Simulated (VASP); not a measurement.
# Na4TmSb (P6/mmm) in VASP: relaxation of cell and atoms with PBE

Aim: the relaxation of cell and atoms of Na4TmSb with PBE.

All numbers are computed with VASP 6.6.1; they aren't measurements. Logs are shortened: lines on timing, memory, paths and dates and some standing lists are left out, and cuts for length are marked.

**1. The cell of the first run**

It takes space group P6/mmm (No. 191, hexagonal). Conventional cell: a = 5.570 Å, b = 5.570 Å, c = 6.319 Å, α = 90.00°, β = 90.00°, γ = 120.00°. Na (site symmetry 3m) has 5 Na at 3.10 to 3.22 Å and 3 Sb at 3.57 Å and 3 Tm at 3.60 Å within 4.1 Å. Tm (site symmetry 6/mmm) has 2 Sb at 3.16 Å and 12 Na at 3.60 Å within 4.2 Å. Sb (site symmetry 6/mmm) has 2 Tm at 3.16 Å and 12 Na at 3.57 Å within 4.2 Å.

The cell was generated, and may not be a known phase.

**2. Relaxation of cell and atoms, PBE**

Input file INCAR:

```
SYSTEM = Na4TmSb
PREC = Accurate
ENCUT = 500
EDIFF = 1E-7
ISMEAR = 0
SIGMA = 0.1
LREAL = .FALSE.
LASPH = .TRUE.
NELM = 200
ALGO = Normal
ISIF = 3
LWAVE = .FALSE.
LCHARG = .FALSE.
GGA = PE
IBRION = 2
NSW = 100
EDIFFG = -0.01
GGA_COMPAT = .FALSE.
NELMIN = 4
LMAXMIX = 6
```

Input file KPOINTS:

```
Automatic mesh
0
G
  12 12 6
  0 0 0
```

Input file POSCAR:

```
Na4TmSb
1.0
    5.5701069267      0.0000000000      0.0000000000
   -2.7850534633      4.8238541003      0.0000000000
    0.0000000000      0.0000000000      6.3188244331
Na Tm Sb
4 1 1
Direct
    0.3333333333      0.6666666667      0.7550637031
    0.3333333333      0.6666666667      0.2449362969
    0.6666666667      0.3333333333      0.7550637031
    0.6666666667      0.3333333333      0.2449362969
    0.0000000000      0.0000000000      0.5000000000
    0.0000000000      0.0000000000      0.0000000000
```

Potentials or basis: VASP PAW PBE potentials, release 64 (Na_pv, Tm_3, Sb), 4f in core.

Run with:

```bash
$ cat potpaw_PBE.64/Na_pv/POTCAR potpaw_PBE.64/Tm_3/POTCAR potpaw_PBE.64/Sb/POTCAR > POTCAR
$ mpirun -np 1 vasp_std > vasp.out
```

OUTCAR:

```text
SYSTEM = Na4TmSb
   PREC = Accurate
   ENCUT = 500
   EDIFF = 1E-7
   ISMEAR = 0
   LREAL = .FALSE.
   LASPH = .TRUE.
   NELM = 200
   ISIF = 3
   GGA = PE
   IBRION = 2
   NSW = 100
   EDIFFG = -0.01
   NELMIN = 4

 ion  position               nearest neighbor table
   1  0.333  0.667  0.755-
   2  0.333  0.667  0.245-
   3  0.667  0.333  0.755-
   4  0.667  0.333  0.245-
   5  0.000  0.000  0.500-   6 3.16   6 3.16
   6  0.000  0.000  0.000-   5 3.16   5 3.16

  LATTYP: Found a hexagonal cell.
 ALAT       =     5.5701069267
 C/A-ratio  =     1.1344170796

  Lattice vectors:

 A1 = (   5.5701069267,   0.0000000000,   0.0000000000)
 A2 = (  -2.7850534633,   4.8238541003,   0.0000000000)
 A3 = (   0.0000000000,   0.0000000000,   6.3188244331)

Analysis of symmetry for initial positions (statically):
=====================================================================
 Subroutine PRICEL returns:
 Original cell was already a primitive cell.

 Routine SETGRP: Setting up the symmetry group for a
 hexagonal supercell.

 Subroutine GETGRP returns: Found 24 space group operations
 (whereof 24 operations were pure point group operations)
 out of a pool of 24 trial point group operations.

The static configuration has the point symmetry D_6h.

Analysis of symmetry for dynamics (positions and initial velocities):
=====================================================================
 Subroutine PRICEL returns:
 Original cell was already a primitive cell.

 Routine SETGRP: Setting up the symmetry group for a
 hexagonal supercell.

 Subroutine GETGRP returns: Found 24 space group operations
 (whereof 24 operations were pure point group operations)
 out of a pool of 24 trial point group operations.

The dynamic configuration has the point symmetry D_6h.

 Subroutine INISYM returns: Found 24 space group operations
 (whereof 24 operations are pure point group operations),
 and found     1 'primitive' translations

----------------------------------------------------------------------------------------

                                     Primitive cell

  volume of cell :     169.7829

  direct lattice vectors                    reciprocal lattice vectors
     5.570106927  0.000000000  0.000000000     0.179529767  0.103651559  0.000000000
    -2.785053463  4.823854100  0.000000000     0.000000000  0.207303119  0.000000000
     0.000000000  0.000000000  6.318824433     0.000000000  0.000000000  0.158257285

  length of vectors
     5.570106927  5.570106927  6.318824433     0.207303119  0.207303119  0.158257285

  position of ions in fractional coordinates (direct lattice)
     0.333333333  0.666666667  0.755063703
     0.333333333  0.666666667  0.244936297
     0.666666667  0.333333333  0.755063703
     0.666666667  0.333333333  0.244936297
     0.000000000  0.000000000  0.500000000
     0.000000000  0.000000000  0.000000000

  ion indices of the primitive-cell ions
   primitive index   ion index
                 1           1
                 2           2
                 3           3
                 4           4
                 5           5
                 6           6

----------------------------------------------------------------------------------------

 KPOINTS: Automatic mesh

Automatic generation of k-mesh.
 Grid dimensions read from file:
 generate k-points for:   12   12    6

 Generating k-lattice:

  Cartesian coordinates                     Fractional coordinates (reciprocal lattice)
     0.014960814  0.008637630  0.000000000     0.083333333  0.000000000  0.000000000
     0.000000000  0.017275260  0.000000000     0.000000000  0.083333333  0.000000000
     0.000000000  0.000000000  0.026376214     0.000000000  0.000000000  0.166666667

  Length of vectors
     0.017275260  0.017275260  0.026376214

  Shift w.r.t. Gamma in fractional coordinates (k-lattice)
     0.000000000  0.000000000  0.000000000

 Subroutine IBZKPT returns following result:
 ===========================================

 Found     76 irreducible k-points:

 Following reciprocal coordinates:
            Coordinates               Weight
  0.000000  0.000000  0.000000      1.000000
  0.083333  0.000000  0.000000      6.000000
  0.166667  0.000000  0.000000      6.000000
  0.250000  0.000000  0.000000      6.000000
  0.333333  0.000000  0.000000      6.000000
  0.416667  0.000000  0.000000      6.000000
[... 16 lines left out ...]
  0.250000  0.000000  0.166667     12.000000
  0.333333  0.000000  0.166667     12.000000
 [... further k-points ...]
   k-points           NKPTS =     76   k-points in BZ     NKDIM =     76   number of bands    NBANDS=     25
   number of dos      NEDOS =    301   number of ions     NIONS =      6
   total plane-waves  NPLWV =  84672
   dimension x,y,z NGX =    42 NGY =   42 NGZ =   48
   dimension x,y,z NGXF=    84 NGYF=   84 NGZF=   96
   ions per type =               4   1   1
   NGX,Y,Z   is equivalent  to a cutoff of  12.54, 12.54, 12.63 a.u.
   NGXF,Y,Z  is equivalent  to a cutoff of  25.07, 25.07, 25.26 a.u.
 SYSTEM =  Na4TmSb
   PREC   = accura    normal or accurate (medium, high low for compatibility)
   ISTART =      0    job   : 0-new  1-cont  2-samecut
   ICHARG =      2    charge: 1-file 2-atom 10-const
   ISPIN  =      1    spin polarized calculation?
   LNONCOLLINEAR =      F non collinear calculations
   LSORBIT =      F    spin-orbit coupling
   LASPH  =      T    aspherical Exc in radial PAW
   ENCUT  =  500.0 eV  36.75 Ry    6.06 a.u.  10.16 10.16 11.52*2*pi/ulx,y,z
   NELM   =    200;   NELMIN=  4; NELMDL= -5     # of ELM steps
   EDIFF  = 0.1E-06   stopping-criterion for ELM
   LREAL  =      F    real-space projection
   EDIFFG = -.1E-01   stopping-criterion for IOM
   NSW    =    100    number of steps for IOM
   IBRION =      2    ionic relax: 0-MD 1-quasi-New 2-CG
   NFREE  =      1    steps in history (QN), initial steepest desc. (CG)
   ISIF   =      3    stress and relaxation
   ISYM   =      2    0-nonsym 1-usesym 2-fastsym
   POTIM  = 0.5000    time-step for ionic-motion
   TEBEG  =    0.0;   TEEND  =   0.0 temperature during run
   PSTRESS=    0.0 pullay stress
   NELECT =      42.0000    total number of electrons
   NUPDOWN=      -1.0000    fix difference up-down
   EMIN   =  10.00;   EMAX   =-10.00  energy-range for DOS
   EFERMI =   0.00;   METHOD = LEGACY
   ISMEAR =     0;   SIGMA  =   0.10  broadening in eV -4-tet -1-fermi 0-gaus
   EFERMI_NEDOS =   21; number of points for ismear=-14 and -15
   IALGO  =     38    algorithm
   IMIX   =      4    mixing-type and parameters
     AMIX     =   0.40;   BMIX     =  1.00
     AMIX_MAG =   1.60;   BMIX_MAG =  1.00
  volume/ion in A,a.u.               =      28.30       190.96
  Fermi-wavevector in a.u.,A,eV,Ry     =   1.027685  1.942043 14.369603  1.056136
  Thomas-Fermi vector in A             =   2.161642
   LORBIT       =      0    0 simple, 1 ext, 2 COOP (PROOUT), +10 PAW based schemes
   GGA     = PE    functional components
   LHFCALC =     F    Hartree Fock is set to
   AEXX    =    0.0000 exact exchange contribution
   IVDW    =     0    specifies the selected vdW correction
   LEPSILON=     F    determine dielectric tensor
   LRPA    =     F    only Hartree local field effects (RPA)
 conjugate gradient relaxation of ions
 non-spin polarized calculation
 Gauss-broadening in eV      SIGMA  =   0.10
  energy-cutoff  :      500.00
  volume of cell :      169.78
 maximum number of plane-waves:      4341
 NGX is ok and might be reduce to    42
   NGX = 21   NGY = 21   NGZ = 23

--------------------------------------- Ionic step        1  -------------------------------------------

 number of electron      41.9999999 magnetization

 Free energy of the ion-electron system (eV)
  ---------------------------------------------------
  ext. energy  EPLUGINS =         0.00000000
  ---------------------------------------------------
  free energy    TOTEN  =       -14.57500329 eV

  energy without entropy =      -14.56051644  energy(sigma->0) =      -14.56775987

------------------------ aborting loop because EDIFF is reached ----------------------------------------

  FORCE on cell =-STRESS in cart. coord.  units (eV):
  Direction    XX          YY          ZZ          XY          YZ          ZX
  --------------------------------------------------------------------------------------
  -------------------------------------------------------------------------------------
  Total        0.3791398      0.3791398     -0.2295987      0.0000000     -0.0000000      0.0000000
  in kB        3.5777994      3.5777994     -2.1666363      0.0000000     -0.0000000      0.0000000
  external PRESSURE =       1.6629875 kB  Pullay stress =       0.0000000 kB
[... 225 lines left out ...]
  energy  without entropy=      -14.5659409343  energy(sigma->0) =      -14.57318970

--------------------------------------- Ionic step        7  -------------------------------------------

 number of electron      41.9999976 magnetization

 Free energy of the ion-electron system (eV)
  ---------------------------------------------------
  ext. energy  EPLUGINS =         0.00000000
  ---------------------------------------------------
  free energy    TOTEN  =       -14.58047428 eV

  energy without entropy =      -14.56593957  energy(sigma->0) =      -14.57320693

 E-fermi :   2.7063     XC(G=0):  -8.1501

 val. band max:        2.6919213489   @ k =   0.4167   0.1667   0.0000
 cond. band min:       2.7187946710   @ k =   0.5000   0.0000   0.0000
 fundamental gap:      0.0268733221
 Fermi energy:         2.7063124219

 k-point     1 :       0.0000    0.0000    0.0000
  band No.  band energies     occupation
      1     -23.9501      2.00000
      2     -23.9501      2.00000
      3     -23.8877      2.00000
      4     -22.1766      2.00000
      5     -22.1604      2.00000
      6     -22.1344      2.00000
[... 661 lines left out ...]
     24       3.9043      0.00000
     25       4.2000      0.00000

 [... further k-points ...]

------------------------ aborting loop because EDIFF is reached ----------------------------------------

  FORCE on cell =-STRESS in cart. coord.  units (eV):
  Direction    XX          YY          ZZ          XY          YZ          ZX
  --------------------------------------------------------------------------------------
  -------------------------------------------------------------------------------------
  Total       -0.0073035     -0.0073035     -0.0312799     -0.0000000      0.0000000      0.0000000
  in kB       -0.0678633     -0.0678633     -0.2906477     -0.0000000      0.0000000      0.0000000
  external PRESSURE =      -0.1421247 kB  Pullay stress =       0.0000000 kB
[... 21 lines left out ...]
  FREE ENERGIE OF THE ION-ELECTRON SYSTEM (eV)
  ---------------------------------------------------
  free  energy   TOTEN  =       -14.5804742798 eV

  energy  without entropy=      -14.5659395711  energy(sigma->0) =      -14.57320693

 reached required accuracy - stopping structural energy minimisation
```

Wall time 10 min (1 thread of Intel Xeon 6975P-C (Granite Rapids), shared host); peak memory 0.51 GiB.

What came out:

```
Free energy                           : -14.5805 eV
Relaxed volume                        : 28.74 Å³/atom
Relaxed cell                          : a = 5.632 Å, b = 5.632 Å, c = 6.278 Å, α = 90.00°, β = 90.00°, γ = 120.00°
Space group after relaxing (to 0.1 Å) : P6/mmm (No. 191)
Energy gained by relaxing             : 0.9 meV/atom
Ionic steps                           : 7
Pressure after relaxing               : 0.0 GPa
Band gap on the k mesh                : zero (bands 21 and 22 overlap by 0.75 eV)
```

The path:
| step | energy change (eV) | largest force (eV/Å) | pressure (GPa) | volume (Å³) |
| --- | --- | --- | --- | --- |
| 1 | 0.0000 | 0.0200 | 0.17 | 169.78 |
| 2 | -0.0024 | 0.0239 | 0.11 | 170.50 |
| 3 | -0.0047 | 0.0360 | -0.05 | 172.66 |
| 4 | -0.0048 | 0.0340 | -0.02 | 172.25 |
| 5 | -0.0051 | 0.0253 | 0.00 | 172.21 |
| 6 | -0.0054 | 0.0036 | 0.03 | 172.10 |
| 7 | -0.0055 | 0.0002 | -0.01 | 172.43 |

Final structure:
```cif
data_structure
_symmetry_space_group_name_H-M 'P 1'
_symmetry_Int_Tables_number 1
_cell_length_a 5.6316
_cell_length_b 5.6316
_cell_length_c 6.2780
_cell_angle_alpha 90.000
_cell_angle_beta 90.000
_cell_angle_gamma 120.000
_cell_volume 172.43
loop_
_atom_site_label
_atom_site_type_symbol
_atom_site_fract_x
_atom_site_fract_y
_atom_site_fract_z
_atom_site_occupancy
Na1 Na 0.33333 0.66667 0.75290 1
Na2 Na 0.33333 0.66667 0.24710 1
Na3 Na 0.66667 0.33333 0.75290 1
Na4 Na 0.66667 0.33333 0.24710 1
Tm1 Tm 0.00000 0.00000 0.50000 1
Sb1 Sb 0.00000 0.00000 0.00000 1
```

Caveat: spin-orbit coupling is left out, which moves the levels of the heavy elements; the 4f electrons are frozen in the core, so they carry no moment and show no levels.

The gap in the log of VASP goes by the Fermi energy; the results here count the filled bands.